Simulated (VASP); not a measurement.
## Hf: relaxation of cell and atoms with PBEsol

The system is Hf.

```xyz
2
Lattice="3.1967 0.0000 0.0000 -1.5983 2.7684 0.0000 0.0000 0.0000 5.0578" Properties=species:S:1:pos:R:3 pbc="T T T"
Hf    0.0000    1.8456    1.2645
Hf    1.5984    0.9228    3.7934
```

```json
{
 "Program": "VASP 6.6.1",
 "Task": "relaxation of cell and atoms",
 "Functional": "PBEsol",
 "Potentials or basis": "VASP PAW PBE potentials, release 64 (Hf_pv)",
 "Cutoff": "600 eV",
 "k mesh": "7 × 7 × 4",
 "Occupations": "methfessel-paxton, width 0.02 eV",
 "Spin": "no spin polarisation",
 "Dipole correction": "no",
 "Further INCAR settings": "ALGO = Normal; EDIFF = 1e-06; IBRION = 2; EDIFFG = -0.02; NSW = 80; ISIF = 3"
}
```

| Property | Result |
| --- | --- |
| Relaxed volume | 21.60 Å³/atom |
| Relaxed cell | a = 3.145 Å, b = 3.145 Å, c = 5.041 Å, α = 90.00°, β = 90.00°, γ = 120.00° |
| Space group after relaxing (to 0.05 Å) | P6_3/mmc (No. 194) |
| Energy gained by relaxing | 10.4 meV/atom |
| Ionic steps | 5 |
| Pressure after relaxing | 0.0 GPa |
| Band gap on the k mesh | zero (band 10 reaches 6.20 eV, above the bottom of band 11 at 4.83 eV) |

The path:
| step | energy change (eV) | largest force (eV/Å) | pressure (GPa) | volume (Å³) |
| --- | --- | --- | --- | --- |
| 1 | 0.0000 | 0.0000 | -3.78 | 44.76 |
| 2 | 0.0079 | 0.0000 | 5.38 | 41.43 |
| 3 | -0.0200 | 0.0000 | 0.07 | 43.19 |
| 4 | -0.0200 | 0.0000 | 0.15 | 43.16 |
| 5 | -0.0208 | 0.0000 | 0.02 | 43.20 |

Final structure:
```
CELL_PARAMETERS angstrom
3.14547 0.00000 0.00000
-1.57274 2.72406 0.00000
0.00000 0.00000 5.04144
ATOMIC_POSITIONS crystal
Hf 0.33333 0.66667 0.25000
Hf 0.66667 0.33333 0.75000
```

Levels at points of the mesh, in eV from the Fermi level:
```csv
k point,band 7,band 8,band 9,band 10,band 11,band 12,band 13,band 14
"(0.00, 0.00, 0.00)",-7.59,-3.94,0.61,1.11,1.11,1.26,1.94,1.94
"(0.00, 0.00, 0.50)",-5.59,-5.59,-0.01,-0.01,1.02,1.02,1.02,1.02
```

Run time: 40 s on 1 thread of AMD EPYC 9R45 96-Core Processor (Zen 5), with other jobs on the host, peak memory 0.16 GiB.

Caveat: the PAW data sets were made with another functional, which shifts forces and pressure a little; spin-orbit coupling is left out, which moves the levels of the heavy elements.
